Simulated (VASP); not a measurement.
# Ni (Im-3m) in VASP: notebook

The runs below take Ni through single point, with revPBE.

Program: VASP 6.6.1. These are calculated values, not measurements. Logs are shortened: lines on timing, memory, paths and dates and some standing lists are left out, and cuts for length are marked.

### 1 The cell of the first run

It takes space group Im-3m (No. 229, cubic). Conventional cell: a = 2.777 Å, b = 2.777 Å, c = 2.777 Å, α = 90.00°, β = 90.00°, γ = 90.00°. Ni (site symmetry m-3m) has 14 Ni at 2.40 to 2.78 Å within 3.2 Å.

### 2 Single point, revPBE (volume scaled by 0.96)

Contents of INCAR:

```
ALGO = Normal
EDIFF = 1E-6
ENCUT = 520
GGA = RE
ISIF = 2
ISMEAR = -1
LASPH = T
LCHARG = T
LELF = T
LREAL = F
LVHAR = T
LWAVE = F
NBANDS = 11
NELM = 80
PREC = Accurate
SIGMA = 0.1
```

Contents of KPOINTS:

```
k-points
0
Gamma
  18 18 18
```

Contents of POSCAR:

```
Ni
1.0
   -1.3885146822      1.3885146822      1.3885146822
    1.3885146822     -1.3885146822      1.3885146822
    1.3885146822      1.3885146822     -1.3885146822
Ni
1
Direct
    0.0000000000      0.0000000000      0.0000000000
```

Potentials or basis: VASP PAW PBE potentials, release 64 (Ni).

On the command line:

```
$ cat potpaw_PBE.64/Ni/POTCAR > POTCAR
$ mpirun -np 1 vasp_std > vasp.out
```

OUTCAR:

```text
EDIFF = 1E-6
   ENCUT = 520
   GGA = RE
   ISIF = 2
   ISMEAR = -1
   LASPH = T
   LREAL = F
   NELM = 80
   PREC = Accurate

 ion  position               nearest neighbor table
   1  0.000  0.000  0.000-

  LATTYP: Found a body centered cubic cell.
 ALAT       =     2.7770293644

  Lattice vectors:

 A1 = (  -1.3885146822,   1.3885146822,   1.3885146822)
 A2 = (   1.3885146822,  -1.3885146822,   1.3885146822)
 A3 = (   1.3885146822,   1.3885146822,  -1.3885146822)

Analysis of symmetry for initial positions (statically):
=====================================================================
 Subroutine PRICEL returns:
 Original cell was already a primitive cell.

 Routine SETGRP: Setting up the symmetry group for a
 body centered cubic supercell.

 Subroutine GETGRP returns: Found 48 space group operations
 (whereof 48 operations were pure point group operations)
 out of a pool of 48 trial point group operations.

The static configuration has the point symmetry O_h .

Analysis of symmetry for dynamics (positions and initial velocities):
=====================================================================
 Subroutine PRICEL returns:
 Original cell was already a primitive cell.

 Routine SETGRP: Setting up the symmetry group for a
 body centered cubic supercell.

 Subroutine GETGRP returns: Found 48 space group operations
 (whereof 48 operations were pure point group operations)
 out of a pool of 48 trial point group operations.

The dynamic configuration has the point symmetry O_h .

 Subroutine INISYM returns: Found 48 space group operations
 (whereof 48 operations are pure point group operations),
 and found     1 'primitive' translations

----------------------------------------------------------------------------------------

                                     Primitive cell

  volume of cell :      10.7081

  direct lattice vectors                    reciprocal lattice vectors
    -1.388514682  1.388514682  1.388514682     0.000000000  0.360097021  0.360097021
     1.388514682 -1.388514682  1.388514682     0.360097021  0.000000000  0.360097021
     1.388514682  1.388514682 -1.388514682     0.360097021  0.360097021  0.000000000

  length of vectors
     2.404977977  2.404977977  2.404977977     0.509254090  0.509254090  0.509254090

  position of ions in fractional coordinates (direct lattice)
     0.000000000  0.000000000  0.000000000

  ion indices of the primitive-cell ions
   primitive index   ion index
                 1           1

----------------------------------------------------------------------------------------

 KPOINTS: k-points

Automatic generation of k-mesh.
 Grid dimensions read from file:
 generate k-points for:   18   18   18

 Generating k-lattice:

  Cartesian coordinates                     Fractional coordinates (reciprocal lattice)
     0.000000000  0.020005390  0.020005390     0.055555556  0.000000000  0.000000000
     0.020005390  0.000000000  0.020005390     0.000000000  0.055555556  0.000000000
     0.020005390  0.020005390  0.000000000     0.000000000  0.000000000  0.055555556

  Length of vectors
     0.028291894  0.028291894  0.028291894

  Shift w.r.t. Gamma in fractional coordinates (k-lattice)
     0.000000000  0.000000000  0.000000000

 Subroutine IBZKPT returns following result:
 ===========================================

 Found    195 irreducible k-points:

 Following reciprocal coordinates:
            Coordinates               Weight
  0.000000  0.000000  0.000000      1.000000
  0.055556  0.000000  0.000000     12.000000
  0.111111  0.000000  0.000000     12.000000
  0.166667  0.000000  0.000000     12.000000
  0.222222  0.000000  0.000000     12.000000
  0.277778  0.000000  0.000000     12.000000
[... 16 lines left out ...]
  0.333333  0.111111 -0.000000     48.000000
  0.388889  0.111111  0.000000     48.000000
 [... further k-points ...]
   k-points           NKPTS =    195   k-points in BZ     NKDIM =    195   number of bands    NBANDS=     11
   number of dos      NEDOS =    301   number of ions     NIONS =      1
   total plane-waves  NPLWV =   5832
   dimension x,y,z NGX =    18 NGY =   18 NGZ =   18
   dimension x,y,z NGXF=    36 NGYF=   36 NGZF=   36
   ions per type =               1
   NGX,Y,Z   is equivalent  to a cutoff of  12.44, 12.44, 12.44 a.u.
   NGXF,Y,Z  is equivalent  to a cutoff of  24.89, 24.89, 24.89 a.u.
 SYSTEM =  unknown system
   PREC   = accura    normal or accurate (medium, high low for compatibility)
   ISTART =      0    job   : 0-new  1-cont  2-samecut
   ICHARG =      2    charge: 1-file 2-atom 10-const
   ISPIN  =      1    spin polarized calculation?
   LNONCOLLINEAR =      F non collinear calculations
   LSORBIT =      F    spin-orbit coupling
   LASPH  =      T    aspherical Exc in radial PAW
   ENCUT  =  520.0 eV  38.22 Ry    6.18 a.u.   4.47  4.47  4.47*2*pi/ulx,y,z
   NELM   =     80;   NELMIN=  2; NELMDL= -5     # of ELM steps
   EDIFF  = 0.1E-05   stopping-criterion for ELM
   LREAL  =      F    real-space projection
   EDIFFG = 0.1E-04   stopping-criterion for IOM
   NSW    =      0    number of steps for IOM
   IBRION =     -1    ionic relax: 0-MD 1-quasi-New 2-CG
   NFREE  =      0    steps in history (QN), initial steepest desc. (CG)
   ISIF   =      2    stress and relaxation
   ISYM   =      2    0-nonsym 1-usesym 2-fastsym
   POTIM  = 0.5000    time-step for ionic-motion
   TEBEG  =    0.0;   TEEND  =   0.0 temperature during run
   PSTRESS=    0.0 pullay stress
   NELECT =      10.0000    total number of electrons
   NUPDOWN=      -1.0000    fix difference up-down
   EMIN   =  10.00;   EMAX   =-10.00  energy-range for DOS
   EFERMI =   0.00;   METHOD = LEGACY
   ISMEAR =    -1;   SIGMA  =   0.10  broadening in eV -4-tet -1-fermi 0-gaus
   EFERMI_NEDOS =   21; number of points for ismear=-14 and -15
   IALGO  =     38    algorithm
   IMIX   =      4    mixing-type and parameters
     AMIX     =   0.40;   BMIX     =  1.00
     AMIX_MAG =   1.60;   BMIX_MAG =  1.00
  volume/ion in A,a.u.               =      10.71        72.26
  Fermi-wavevector in a.u.,A,eV,Ry     =   1.600188  3.023917 34.839103  2.560602
  Thomas-Fermi vector in A             =   2.697363
   LORBIT       =      0    0 simple, 1 ext, 2 COOP (PROOUT), +10 PAW based schemes
   GGA     = RE    functional components
   LHFCALC =     F    Hartree Fock is set to
   AEXX    =    0.0000 exact exchange contribution
   IVDW    =     0    specifies the selected vdW correction
   LEPSILON=     F    determine dielectric tensor
   LRPA    =     F    only Hartree local field effects (RPA)
 non-spin polarized calculation
  energy-cutoff  :      520.00
  volume of cell :       10.71
 maximum number of plane-waves:       321
 NGX is ok and might be reduce to    18
   NGX =  9   NGY =  9   NGZ =  9

 number of electron      10.0000000 magnetization

 number of electron       9.9999997 magnetization

 Free energy of the ion-electron system (eV)
  ---------------------------------------------------
  ext. energy  EPLUGINS =         0.00000000
  ---------------------------------------------------
  free energy    TOTEN  =        -4.97392349 eV

  energy without entropy =       -4.90733909  energy(sigma->0) =       -4.94063129

 E-fermi :   9.5205     XC(G=0): -13.2558

 val. band max:        9.5172259862   @ k =  -0.3889   0.3889   0.1667
 cond. band min:       9.5296167413   @ k =  -0.4444  -0.4444   0.3333
 fundamental gap:      0.0123907551
 Fermi energy:         9.5204763327

 k-point     1 :       0.0000    0.0000    0.0000
  band No.  band energies     occupation
      1       0.5823      2.00000
      2       7.5818      2.00000
      3       7.5818      2.00000
      4       7.5818      2.00000
      5       8.9284      1.99465
      6       8.9284      1.99465
      7      36.1214      0.00000
      8      36.1214      0.00000
      9      36.1214      0.00000
     10      41.1479      0.00000
     11      41.1479      0.00000

 k-point     2 :       0.0556    0.0000    0.0000
  band No.  band energies     occupation
      1       0.7119      2.00000
      2       7.5509      2.00000
      3       7.5792      2.00000
      4       7.6419      2.00000
      5       8.8971      1.99608
      6       8.9308      1.99452
      7      35.0729      0.00000
      8      35.8872      0.00000
      9      35.9591      0.00000
     10      40.1962      0.00000
     11      40.5818      0.00000

 k-point     3 :       0.1111    0.0000    0.0000
  band No.  band energies     occupation
      1       1.0949      2.00000
      2       7.4627      2.00000
      3       7.5637      2.00000
      4       7.8177      2.00000
      5       8.8207      1.99817
      6       8.9386      1.99408
      7      32.6980      0.00000
      8      35.0567      0.00000
      9      35.5662      0.00000
     10      38.4996      0.00000
     11      39.2718      0.00000

 k-point     4 :       0.1667    0.0000    0.0000
  band No.  band energies     occupation
      1       1.7123      2.00000
      2       7.3295      2.00000
      3       7.5203      2.00000
      4       8.0955      2.00000
      5       8.7447      1.99915
      6       8.9529      1.99317
      7      29.8627      0.00000
      8      33.7766      0.00000
      9      35.1009      0.00000
     10      36.5339      0.00000
     11      38.3922      0.00000
[... 239 lines left out ...]
 k-point    22 :       0.2778    0.1111   -0.0000
  band No.  band energies     occupation
      1       4.5750      2.00000
      2       6.8597      2.00000
      3       7.3485      2.00000
      4       8.7272      1.99928
      5       9.1088      1.96794
      6       9.7063      0.26980
      7      21.6555      0.00000
      8      27.1646      0.00000
      9      30.8240      0.00000
     10      35.6722      0.00000
     11      40.2853      0.00000

 k-point    23 :       0.3333    0.1111   -0.0000
  band No.  band energies     occupation
      1       5.0815      2.00000
      2       6.7449      2.00000
      3       7.7232      2.00000
      4       8.8087      1.99838
      5       9.1827      1.93400
      6      10.3313      0.00060
      7      19.2320      0.00000
      8      26.4960      0.00000
      9      30.0048      0.00000
     10      35.4787      0.00000
     11      40.2269      0.00000

 k-point    24 :       0.3889    0.1111    0.0000
  band No.  band energies     occupation
      1       5.2691      2.00000
      2       6.6733      2.00000
      3       8.1319      2.00000
      4       8.8538      1.99746
      5       9.3007      1.80018
      6      11.0725      0.00000
      7      17.2930      0.00000
      8      26.0764      0.00000
      9      29.4940      0.00000
     10      35.3607      0.00000
     11      40.1934      0.00000

 [... further k-points ...]

------------------------ aborting loop because EDIFF is reached ----------------------------------------

  FORCE on cell =-STRESS in cart. coord.  units (eV):
  Direction    XX          YY          ZZ          XY          YZ          ZX
  --------------------------------------------------------------------------------------
  -------------------------------------------------------------------------------------
  Total        0.5455037      0.5455037      0.5455037     -0.0000000     -0.0000000      0.0000000
  in kB       81.6200555     81.6200555     81.6200555     -0.0000000     -0.0000000      0.0000000
  external PRESSURE =      81.6200555 kB  Pullay stress =       0.0000000 kB

 VOLUME and BASIS-vectors are now :
 -----------------------------------------------------------------------------
  energy-cutoff  :      520.00
  volume of cell :       10.71
      direct lattice vectors                 reciprocal lattice vectors
    -1.388514682  1.388514682  1.388514682     0.000000000  0.360097021  0.360097021
     1.388514682 -1.388514682  1.388514682     0.360097021  0.000000000  0.360097021
     1.388514682  1.388514682 -1.388514682     0.360097021  0.360097021  0.000000000

 POSITION                                       TOTAL-FORCE (eV/Angst)
 -----------------------------------------------------------------------------------
      0.00000      0.00000      0.00000         0.000000      0.000000      0.000000
 -----------------------------------------------------------------------------------
    total drift:                                0.000000      0.000000      0.000000

  FREE ENERGIE OF THE ION-ELECTRON SYSTEM (eV)
  ---------------------------------------------------
  free  energy   TOTEN  =        -4.9739234929 eV

  energy  without entropy=       -4.9073390904  energy(sigma->0) =       -4.94063129
```

It took 28 s on 1 thread of Intel Xeon 8259CL, shared host; peak memory 0.14 GiB.

Results:

```yaml
Free_energy: -4.9739 eV
Pressure: 8.2 GPa
Band_gap_on_the_k_mesh: zero (band 5 reaches 9.91 eV, above the bottom of band 6 at 8.87 eV)
```

Levels at points of the mesh, in eV from the Fermi level:
```csv
k point,band 1,band 2,band 3,band 4,band 5,band 6,band 7,band 8,band 9,band 10
"(0.00, 0.00, 0.00)",-8.94,-1.94,-1.94,-1.94,-0.59,-0.59,26.60,26.60,26.60,31.63
"(0.50, 0.00, 0.00)",-4.45,-2.90,-0.64,-0.43,0.30,0.39,6.85,19.28,20.44,24.13
"(0.50, 0.50, 0.50)",-4.05,-4.05,0.16,0.16,0.16,9.98,9.98,9.98,15.90,15.90
```

Caveat: the cell differs from its parent crystal (volume scaled by 0.96); the PAW data sets were made with another functional, which shifts forces and pressure a little; the run has no spin polarisation, though such a crystal can be magnetic.

### 3 Single point, revPBE

This run uses another cell than the first one, of 11.15 Å³/atom, 1.042 times its volume.

Contents of INCAR:

```
PREC = Accurate
ENCUT = 520
EDIFF = 1E-6
ISMEAR = -1
SIGMA = 0.1
LREAL = False
LASPH = True
NELM = 100
ALGO = Normal
ISIF = 2
LWAVE = False
LCHARG = True
GGA = RE
LELF = True
LVHAR = True
NBANDS = 11
```

Contents of KPOINTS:

```
regular mesh
0
Gamma
  18 18 18
```

Contents of POSCAR:

```
Ni
1.0
   -1.4075377952      1.4075377952      1.4075377952
    1.4075377952     -1.4075377952      1.4075377952
    1.4075377952      1.4075377952     -1.4075377952
Ni
1
Direct
    0.0000000000      0.0000000000      0.0000000000
```

Potentials or basis: VASP PAW PBE potentials, release 64 (Ni).

On the command line:

```
$ cat potpaw_PBE.64/Ni/POTCAR > POTCAR
$ mpirun -np 1 vasp_std > vasp.out
```

It took 28 s on 1 thread of Intel Xeon 8259CL, shared host; peak memory 0.14 GiB.

Results (log left out):

- Free energy: -4.9849 eV
- Pressure: 0.1 GPa
- Band gap on the k mesh: zero (band 5 reaches 9.30 eV, above the bottom of band 6 at 8.33 eV)

Levels at points of the mesh, in eV from the Fermi level:
```tsv
k point	band 3	band 4	band 5	band 6	band 7	band 8
(0.00, 0.00, 0.00)	-1.83	-1.83	-0.56	-0.56	26.18	26.18
(0.50, 0.00, 0.00)	-0.60	-0.41	0.36	0.36	6.54	18.91
(0.50, 0.50, 0.50)	0.15	0.15	0.15	9.73	9.73	9.73
```

Caveat: the PAW data sets were made with another functional, which shifts forces and pressure a little; the run has no spin polarisation, though such a crystal can be magnetic.
